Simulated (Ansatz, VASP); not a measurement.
Zn: VASP beside Ansatz

The input POSCAR:

```
Zn
1.0
   -1.3739567912      1.3739567912      2.0902748231
    1.3739567912     -1.3739567912      2.0902748231
    1.3739567912      1.3739567912     -2.0902748231
Zn
1
Direct
    0.0000000000      0.0000000000      0.0000000000
```

File INCAR.step1:

```
SYSTEM = Zn
PREC = Accurate ; ENCUT = 520
ISMEAR = 0 ; SIGMA = 0.1
LREAL = .False. ; LASPH = .True.
NELM = 80 ; NBANDS = 12
GGA = PE ; ALGO = Normal
EDIFF = 1E-4 ; LWAVE = .True.
LCHARG = .False.
```

File INCAR.step2:

```
SYSTEM = Zn
PREC = Accurate ; ENCUT = 520
EDIFF = 1E-6 ; ISMEAR = 0
SIGMA = 0.1 ; LREAL = .False.
LASPH = .True. ; NELM = 80
ALGO = Normal ; ISIF = 2
LWAVE = .False. ; LCHARG = .False.
METAGGA = R2SCAN ; LMIXTAU = .True.
NBANDS = 12 ; ISTART = 1
```

Contents of KPOINTS:

```
Automatic mesh
0
Gamma
  10 10 10
  0 0 0
```

Input for Ansatz:

```yaml
crystal:
  lattice:
    - [-1.3739567912, 1.3739567912, 2.0902748231]
    - [1.3739567912, -1.3739567912, 2.0902748231]
    - [1.3739567912, 1.3739567912, -2.0902748231]
  atoms:
    - { symbol: Zn, position: [0.0, 0.0, 0.0] }
basis:
  ecutwfc: 500
kpoints:
  mp_grid: { grid: [10, 10, 10] }
hamiltonian:
  xc: r2scan
scf:
  occupations: { method: gaussian, width: 0.1 }
  lower_state_search: "off"
output:
  forces: true
  stress: true
  eigenvalues: true
```

Alike in both runs: task single point; functional r2SCAN; k mesh 10 × 10 × 10; occupations gaussian, width 0.1 eV; no spin polarisation.

|  | VASP | Ansatz |
| --- | --- | --- |
| version | VASP 6.6.1 | Ansatz 0.2.0 |
| potentials or method | VASP PAW PBE potentials, release 64 (Zn), cutoff 520 eV | scalar-relativistic, plane waves, PAW |
| valence electrons in the cell | 12 | 12 |

```tsv
	VASP	Ansatz	Ansatz less VASP
gap on the k mesh at the Fermi level (eV)	none	none	-
pressure (GPa)	-6.4	-6.7	-0.25
traceless stress, the component that is largest in VASP (GPa)	-3.96	-3.96	-0.002
```

VASP's potentials were made for PBE, not for r2SCAN. A gap of «none» marks a metal or a gap that the smearing closes. With one functional, cell and mesh, what is left measures potentials, basis and numerics.
